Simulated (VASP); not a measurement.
Wanted: the native input for a VASP 6.6.1 run.

* Task: electric field gradients
* Functional: PBE
* Potentials or basis: VASP PAW PBE potentials, release 64 (Na_pv)
* Cutoff: 520 eV
* k mesh: 11 × 11 × 11
* Occupations: fermi-dirac, width 0.03 eV
* Spin: no spin polarisation
* Dipole correction: no
* Further INCAR settings: ALGO = Normal; EDIFF = 1e-08; NBANDS = 10

The structure of Na lies in POSCAR:

```
Na
1.0
   -2.1590301515      2.1590301515      2.1590301515
    2.1590301515     -2.1590301515      2.1590301515
    2.1590301515      2.1590301515     -2.1590301515
Na
1
Direct
    0.0000000000      0.0000000000      0.0000000000
```

This cell differs from its parent crystal: volume scaled by 1.06.

One way to write it, as run:

INCAR

```
PREC = Accurate
ENCUT = 520
EDIFF = 1E-8
ISMEAR = -1
SIGMA = 0.03
LREAL = False
LASPH = True
NELM = 80
ALGO = Normal
ISIF = 2
LWAVE = False
LCHARG = False
GGA = PE
LEFG = True
NBANDS = 10
```

KPOINTS

```
Automatic mesh
0
Gamma
  11 11 11
```

Potentials or basis: VASP PAW PBE potentials, release 64 (Na_pv).

Launch:

```console
$ cat potpaw_PBE.64/Na_pv/POTCAR > POTCAR
$ mpirun -np 1 vasp_std > vasp.out
```

It gave:

| Quantity | Value |
| --- | --- |
| Pressure | -0.6 GPa |

Caveat: without QUAD_EFG the Cq values of the log hold for a quadrupole moment of 1 mb, not for the nuclei.

Wall time 11 s on 1 thread of Intel(R) Xeon(R) Platinum 8488C (Sapphire Rapids), on a shared host, peak memory 0.15 GiB.
